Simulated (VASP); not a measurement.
Runs of VASP 6.6.1 on BN. The structure is that of space group P6_3/mmc (No. 194), or close to it. The cells are those of the table. 

```tsv
task	cell	gap on the mesh (eV)	pressure (GPa)
electric field gradients	a = 2.504, b = 2.482, c = 6.662 Å, angles 89.6, 88.8, 119.1°, 4 atoms	4.15	(a)
electric field gradients	a = 2.554, b = 2.554, c = 6.661 Å, angles 90.0, 90.0, 120.0°, 4 atoms	4.13	-12.4
electric field gradients	a = 2.470, b = 2.470, c = 6.571 Å, angles 90.0, 90.0, 120.0°, 4 atoms	4.28	11.4
electric field gradients	a = 2.512, b = 2.512, c = 6.683 Å, angles 90.0, 90.0, 120.0°, 4 atoms	4.22	(b)
single point	a = 2.504, b = 2.504, c = 6.794 Å, angles 90.0, 90.0, 120.0°, 4 atoms	4.26	0.6
single point	a = 2.487, b = 2.487, c = 6.616 Å, angles 90.0, 90.0, 120.0°, 4 atoms	4.25	5.8
single point	a = 2.454, b = 2.454, c = 6.661 Å, angles 90.0, 90.0, 120.0°, 4 atoms	4.33	16.7
single point	a = 2.470, b = 2.470, c = 6.571 Å, angles 90.0, 90.0, 120.0°, 4 atoms	4.28	11.4
electric field gradients	a = 2.504, b = 2.504, c = 6.794 Å, angles 90.0, 90.0, 120.0°, 4 atoms	4.26	0.6
single point	a = 2.554, b = 2.554, c = 6.661 Å, angles 90.0, 90.0, 120.0°, 4 atoms	4.13	-12.4
```

Alike in all rows: level PBEsol; potentials or basis VASP PAW PBE potentials, release 64 (B, N); no spin polarisation; k mesh 11 × 11 × 4; cutoff (eV) 520; smearing fermi-dirac 0.03 eV.

Fill in the values left out.

(a) 0.8; (b) -1.7.

Caveats: the PAW data sets were made with another functional, which shifts forces and pressure a little; this functional lacks dispersion, which binds the layers, so the pressure and a relaxed spacing across them are unreliable (some runs).

A k mesh can miss the band edges.
